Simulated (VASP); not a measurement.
Here is a VASP 6.6.1 calculation.

The input INCAR:

```
SYSTEM = Zn
PREC = Accurate
ENCUT = 520
EDIFF = 1E-7
ISMEAR = 1
SIGMA = 0.05
LREAL = .FALSE.
LASPH = .TRUE.
NELM = 60
ALGO = Normal
ISIF = 2
LWAVE = .FALSE.
LCHARG = .FALSE.
GGA = PE
NBANDS = 12
```

The input KPOINTS:

```
regular mesh
0
G
  9 9 9
  0 0 0
```

File POSCAR:

```
Zn
1.0
   -1.5646389482      1.5646389482      1.5646389482
    1.5646389482     -1.5646389482      1.5646389482
    1.5646389482      1.5646389482     -1.5646389482
Zn
1
Direct
    0.0000000000      0.0000000000      0.0000000000
```

Potentials or basis: VASP PAW PBE potentials, release 64 (Zn).

Launch:

```console
$ cat potpaw_PBE.64/Zn/POTCAR > POTCAR
$ mpirun -np 1 vasp_std > vasp.out
```

**Question.** Estimate the pressure.

**Answer.** 0.3 GPa.

**Question.** Estimate the band gap on the k mesh.

**Answer.** Zero (band 6 reaches 5.91 eV, above the bottom of band 7 at 2.35 eV).
